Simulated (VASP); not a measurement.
Mg:

```
Mg
1.0
     3.20930    0.00000    0.00000
    -1.60465    2.77934    0.00000
     0.00000    0.00000    5.21030
Mg
2
Direct
  0.33333 0.66667 0.25000
  0.66667 0.33333 0.75000
```

```yaml
Program: VASP 6.6.1
Task: relaxation of volume and atoms at fixed shape
Functional: r2SCAN
Potentials_or_basis: VASP PAW PBE potentials, release 64 (Mg)
Cutoff: 600 eV
k_mesh: 7 × 7 × 4
Occupations: gaussian, width 0.02 eV
Spin: no spin polarisation
```

At the start: pressure -1.1 GPa; volume 23.24 Å³/atom.

Problem. How do energy, volume and symmetry change on relaxing?

Solution. Over 3 steps the energy falls by 2.2 meV/atom and the volume is 22.60 Å³/atom (-2.7 %); space group P6_3/mmc (No. 194, to 0.1 Å) before and after.

Step by step:
| step | energy change (eV) | largest force (eV/Å) | pressure (GPa) | volume (Å³) |
| --- | --- | --- | --- | --- |
| 1 | 0.0000 | 0.0000 | -1.05 | 46.47 |
| 2 | -0.0042 | 0.0000 | -0.23 | 45.45 |
| 3 | -0.0044 | 0.0000 | -0.01 | 45.21 |

Final structure:
```yaml
crystal:
  lattice:
    - [3.17988, 0.00000, 0.00000]
    - [-1.58994, 2.75386, 0.00000]
    - [0.00000, 0.00000, 5.16254]
  atoms:
    - { symbol: Mg, position: [0.33333, 0.66667, 0.25000] }
    - { symbol: Mg, position: [0.66667, 0.33333, 0.75000] }
```

Caveat: the PAW data sets were made with another functional, which shifts forces and pressure a little.
